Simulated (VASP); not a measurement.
# W in VASP: single point with LDA

Aim: the single point of W with LDA.

Everything below comes from runs of VASP 6.6.1. Logs are shortened: lines on timing, memory, paths and dates and some standing lists are left out, and cuts for length are marked.

### 1 The cell of the first run

The cell holds a slab with vacuum, 3 atoms: a = 2.716 Å, b = 2.716 Å, c = 18.435 Å, α = 90.00°, β = 90.00°, γ = 109.47°.

### 2 Single point, LDA

File INCAR:

```
PREC = Accurate
ENCUT = 520
EDIFF = 1E-6
ISMEAR = 0
SIGMA = 0.1
LREAL = False
LASPH = True
NELM = 100
ALGO = Fast
ISIF = 2
LWAVE = False
LCHARG = False
LDIPOL = True
IDIPOL = 3
DIPOL = 0.5 0.5 0.496
NBANDS = 28
```

File KPOINTS:

```
Automatic mesh
0
Gamma
  11 11 1
```

File POSCAR:

```
W
1.0
    2.7159908188      0.0000000000      0.0000000000
   -0.9053302729      2.5606607008      0.0000000000
    0.0000000000      0.0000000000     18.4351944348
W
3
Direct
    0.5000000000      0.5000000000      0.3797084986
    0.0000000000      0.0000000000      0.4960702881
    0.5000000000      0.5000000000      0.6124368148
```

Potentials or basis: VASP PAW LDA potentials, release 64 (W_sv).

On the command line:

```console
$ cat potpaw_LDA.64/W_sv/POTCAR > POTCAR
$ mpirun -np 1 vasp_std > vasp.out
```

OUTCAR:

```text
PREC = Accurate
   ENCUT = 520
   EDIFF = 1E-6
   ISMEAR = 0
   LREAL = False
   LASPH = True
   NELM = 100
   ISIF = 2

 ion  position               nearest neighbor table
   1  0.500  0.500  0.380-   2 2.66   2 2.66   2 3.09   2 3.09
   2  0.000  0.000  0.496-   1 2.66   1 2.66   3 2.66   3 2.66   1 3.09   1 3.09   3 3.09   3 3.09

   3  0.500  0.500  0.612-   2 2.66   2 2.66   2 3.09   2 3.09

  LATTYP: Found a base centered orthorhombic cell.
 ALAT       =     3.1361560607
 B/A-ratio  =     1.4142135624
 C/A-ratio  =     5.8782771259

  Lattice vectors:

 A1 = (   2.7159908188,   0.0000000000,   0.0000000000)
 A2 = (  -0.9053302729,   2.5606607008,   0.0000000000)
 A3 = (   0.0000000000,   0.0000000000,  18.4351944348)

Analysis of symmetry for initial positions (statically):
=====================================================================
 Subroutine PRICEL returns:
 Original cell was already a primitive cell.

 Routine SETGRP: Setting up the symmetry group for a
 base centered orthorhombic supercell.

 Subroutine GETGRP returns: Found  8 space group operations
 (whereof  4 operations were pure point group operations)
 out of a pool of  8 trial point group operations.

The static configuration has the point symmetry C_2v.
 The point group associated with its full space group is D_2h.

Analysis of symmetry for dynamics (positions and initial velocities):
=====================================================================
 Subroutine PRICEL returns:
 Original cell was already a primitive cell.

 Routine SETGRP: Setting up the symmetry group for a
 base centered orthorhombic supercell.

 Subroutine GETGRP returns: Found  8 space group operations
 (whereof  4 operations were pure point group operations)
 out of a pool of  8 trial point group operations.

The dynamic configuration has the point symmetry C_2v.
 The point group associated with its full space group is D_2h.

 Subroutine INISYM returns: Found  8 space group operations
 (whereof  4 operations are pure point group operations),
 and found     1 'primitive' translations

----------------------------------------------------------------------------------------

                                     Primitive cell

  volume of cell :     128.2118

  direct lattice vectors                    reciprocal lattice vectors
     2.715990819  0.000000000  0.000000000     0.368189757  0.130174737  0.000000000
    -0.905330273  2.560660701  0.000000000     0.000000000  0.390524211  0.000000000
     0.000000000  0.000000000 18.435194435     0.000000000  0.000000000  0.054244071

  length of vectors
     2.715990819  2.715990819 18.435194435     0.390524211  0.390524211  0.054244071

  position of ions in fractional coordinates (direct lattice)
     0.500000000  0.500000000  0.379708499
     0.000000000  0.000000000  0.496070288
     0.500000000  0.500000000  0.612436815

  ion indices of the primitive-cell ions
   primitive index   ion index
                 1           1
                 2           2
                 3           3

----------------------------------------------------------------------------------------

 KPOINTS: Automatic mesh

Automatic generation of k-mesh.
 Grid dimensions read from file:
 generate k-points for:   11   11    1

 Generating k-lattice:

  Cartesian coordinates                     Fractional coordinates (reciprocal lattice)
     0.033471796  0.011834067  0.000000000     0.090909091  0.000000000  0.000000000
     0.000000000  0.035502201  0.000000000     0.000000000  0.090909091  0.000000000
     0.000000000  0.000000000  0.054244071     0.000000000  0.000000000  1.000000000

  Length of vectors
     0.035502201  0.035502201  0.054244071

  Shift w.r.t. Gamma in fractional coordinates (k-lattice)
     0.000000000  0.000000000  0.000000000

 Subroutine IBZKPT returns following result:
 ===========================================

 Found     36 irreducible k-points:

 Following reciprocal coordinates:
            Coordinates               Weight
  0.000000  0.000000  0.000000      1.000000
  0.090909  0.000000  0.000000      4.000000
  0.181818 -0.000000  0.000000      4.000000
  0.272727 -0.000000  0.000000      4.000000
  0.363636  0.000000  0.000000      4.000000
  0.454545  0.000000  0.000000      4.000000
[... 16 lines left out ...]
 -0.272727  0.181818  0.000000      4.000000
 -0.181818  0.181818  0.000000      2.000000
 [... further k-points ...]
   k-points           NKPTS =     36   k-points in BZ     NKDIM =     36   number of bands    NBANDS=     28
   number of dos      NEDOS =    301   number of ions     NIONS =      3
   total plane-waves  NPLWV =  56000
   dimension x,y,z NGX =    20 NGY =   20 NGZ =  140
   dimension x,y,z NGXF=    40 NGYF=   40 NGZF=  280
   ions per type =               3
   NGX,Y,Z   is equivalent  to a cutoff of  12.24, 12.24, 12.62 a.u.
   NGXF,Y,Z  is equivalent  to a cutoff of  24.48, 24.48, 25.25 a.u.
 SYSTEM =  unknown system
   PREC   = accura    normal or accurate (medium, high low for compatibility)
   ISTART =      0    job   : 0-new  1-cont  2-samecut
   ICHARG =      2    charge: 1-file 2-atom 10-const
   ISPIN  =      1    spin polarized calculation?
   LNONCOLLINEAR =      F non collinear calculations
   LSORBIT =      F    spin-orbit coupling
   LASPH  =      T    aspherical Exc in radial PAW
   ENCUT  =  520.0 eV  38.22 Ry    6.18 a.u.   5.05  5.05 34.28*2*pi/ulx,y,z
   NELM   =    100;   NELMIN=  2; NELMDL= -5     # of ELM steps
   EDIFF  = 0.1E-05   stopping-criterion for ELM
   LREAL  =      F    real-space projection
   EDIFFG = 0.1E-04   stopping-criterion for IOM
   NSW    =      0    number of steps for IOM
   IBRION =     -1    ionic relax: 0-MD 1-quasi-New 2-CG
   NFREE  =      0    steps in history (QN), initial steepest desc. (CG)
   ISIF   =      2    stress and relaxation
   ISYM   =      2    0-nonsym 1-usesym 2-fastsym
   POTIM  = 0.5000    time-step for ionic-motion
   TEBEG  =    0.0;   TEEND  =   0.0 temperature during run
   PSTRESS=    0.0 pullay stress
   NELECT =      42.0000    total number of electrons
   NUPDOWN=      -1.0000    fix difference up-down
   EMIN   =  10.00;   EMAX   =-10.00  energy-range for DOS
   EFERMI =   0.00;   METHOD = LEGACY
   ISMEAR =     0;   SIGMA  =   0.10  broadening in eV -4-tet -1-fermi 0-gaus
   EFERMI_NEDOS =   21; number of points for ismear=-14 and -15
   IALGO  =     68    algorithm
   IMIX   =      4    mixing-type and parameters
     AMIX     =   0.40;   BMIX     =  1.00
     AMIX_MAG =   1.60;   BMIX_MAG =  1.00
  volume/ion in A,a.u.               =      42.74       288.41
  Fermi-wavevector in a.u.,A,eV,Ry     =   1.128536  2.132623 17.328278  1.273592
  Thomas-Fermi vector in A             =   2.265226
   LORBIT       =      0    0 simple, 1 ext, 2 COOP (PROOUT), +10 PAW based schemes
   GGA     = CA    functional components
   LHFCALC =     F    Hartree Fock is set to
   AEXX    =    0.0000 exact exchange contribution
   IVDW    =     0    specifies the selected vdW correction
   LEPSILON=     F    determine dielectric tensor
   LRPA    =     F    only Hartree local field effects (RPA)
 non-spin polarized calculation
 RMM-DIIS sequential band-by-band and
 Gauss-broadening in eV      SIGMA  =   0.10
  energy-cutoff  :      520.00
  volume of cell :      128.21
 maximum number of plane-waves:      3500
   NGX = 11   NGY = 11   NGZ = 69

 dipolmoment           0.000000      0.000000      0.000279 electrons x Angstroem

 number of electron      42.0000006 magnetization

 dipolmoment           0.000000      0.000000     -0.000849 electrons x Angstroem

 Free energy of the ion-electron system (eV)
  ---------------------------------------------------
  ext. energy  EPLUGINS =         0.00000000
  ---------------------------------------------------
  free energy    TOTEN  =       -39.08029182 eV

  energy without entropy =      -39.06960248  energy(sigma->0) =      -39.07494715

 E-fermi :   0.9854     XC(G=0):  -6.2096

 val. band max:        0.9759300497   @ k =  -0.4545   0.4545   0.0000
 cond. band min:       0.9923832661   @ k =  -0.1818   0.1818   0.0000
 fundamental gap:      0.0164532163
 Fermi energy:         0.9853605964

 k-point     1 :       0.0000    0.0000    0.0000
  band No.  band energies     occupation
      1     -72.6480      2.00000
      2     -72.4724      2.00000
      3     -72.4411      2.00000
      4     -37.7260      2.00000
      5     -37.1266      2.00000
      6     -36.8523      2.00000
[... 20 lines left out ...]
     27       3.3392      0.00000
     28       3.5720      0.00000

 k-point     2 :       0.0909    0.0000    0.0000
  band No.  band energies     occupation
      1     -72.6398      2.00000
      2     -72.4664      2.00000
      3     -72.4369      2.00000
      4     -37.7005      2.00000
      5     -37.1685      2.00000
      6     -36.8450      2.00000
[... 20 lines left out ...]
     27       3.4478      0.00000
     28       3.7670      0.00000

 k-point     3 :       0.1818   -0.0000    0.0000
  band No.  band energies     occupation
      1     -72.6175      2.00000
      2     -72.4503      2.00000
      3     -72.4259      2.00000
      4     -37.6331      2.00000
      5     -37.2993      2.00000
      6     -36.8541      2.00000
[... 20 lines left out ...]
     27       3.3484      0.00000
     28       4.0466      0.00000

 k-point     4 :       0.2727   -0.0000    0.0000
  band No.  band energies     occupation
      1     -72.5876      2.00000
      2     -72.4294      2.00000
      3     -72.4118      2.00000
      4     -37.5602      2.00000
      5     -37.5105      2.00000
      6     -36.9899      2.00000
[... 578 lines left out ...]
     27       4.6226      0.00000
     28       4.8276      0.00000

 k-point    23 :      -0.2727    0.1818    0.0000
  band No.  band energies     occupation
      1     -72.5814      2.00000
      2     -72.4144      2.00000
      3     -72.3894      2.00000
      4     -37.5615      2.00000
      5     -37.3139      2.00000
      6     -37.0250      2.00000
[... 20 lines left out ...]
     27       3.1266      0.00000
     28       4.2750      0.00000

 k-point    24 :      -0.1818    0.1818    0.0000
  band No.  band energies     occupation
      1     -72.6046      2.00000
      2     -72.4337      2.00000
      3     -72.4057      2.00000
      4     -37.6203      2.00000
      5     -37.1201      2.00000
      6     -37.0117      2.00000
[... 20 lines left out ...]
     27       2.6164      0.00000
     28       4.1333      0.00000

 [... further k-points ...]

------------------------ aborting loop because EDIFF is reached ----------------------------------------

 vacuum level on the upper side and lower side of the slab       (xc-potential included)        -0.189        -0.168

  FORCE on cell =-STRESS in cart. coord.  units (eV):
  Direction    XX          YY          ZZ          XY          YZ          ZX
  --------------------------------------------------------------------------------------
  -------------------------------------------------------------------------------------
  Total       -3.1468959     -3.5913122      0.3736925     -0.6284997      0.0000000      0.0000000
  in kB      -39.3246528    -44.8782272      4.6697848     -7.8539402      0.0000000      0.0000000
  external PRESSURE =     -26.5110318 kB  Pullay stress =       0.0000000 kB

 VOLUME and BASIS-vectors are now :
 -----------------------------------------------------------------------------
  energy-cutoff  :      520.00
  volume of cell :      128.21
      direct lattice vectors                 reciprocal lattice vectors
     2.715990819  0.000000000  0.000000000     0.368189757  0.130174737  0.000000000
    -0.905330273  2.560660701  0.000000000     0.000000000  0.390524211  0.000000000
     0.000000000  0.000000000 18.435194435     0.000000000  0.000000000  0.054244071

 POSITION                                       TOTAL-FORCE (eV/Angst)
 -----------------------------------------------------------------------------------
      0.90533      1.28033      7.00000         0.000000      0.000000     -0.094882
      0.00000      0.00000      9.14515         0.000000      0.000000      0.000000
      0.90533      1.28033     11.29039        -0.000000      0.000000      0.094882
 -----------------------------------------------------------------------------------
    total drift:                               -0.000000     -0.000000     -0.223774

  FREE ENERGIE OF THE ION-ELECTRON SYSTEM (eV)
  ---------------------------------------------------
  free  energy   TOTEN  =       -39.0802918192 eV

  energy  without entropy=      -39.0696024820  energy(sigma->0) =      -39.07494715

 vacuum level on the upper side and lower side of the slab         5.996         6.020
```

Run time: 3.2 min. Hardware: 1 thread of Intel Xeon Platinum 8259CL at 2.50GHz (Skylake/Cascade Lake), shared host; peak memory 0.24 GiB.

What came out:

```
Free energy            : -39.0803 eV
Largest force          : 0.095 eV/Å
Band gap on the k mesh : zero (bands 21 and 22 overlap by 2.03 eV)
```

Forces on the atoms (eV/Å):
```
W    0.000  0.000 -0.095
W    0.000  0.000  0.000
W    0.000  0.000  0.095
```

Caveat: spin-orbit coupling is left out, which moves the levels of the heavy elements.
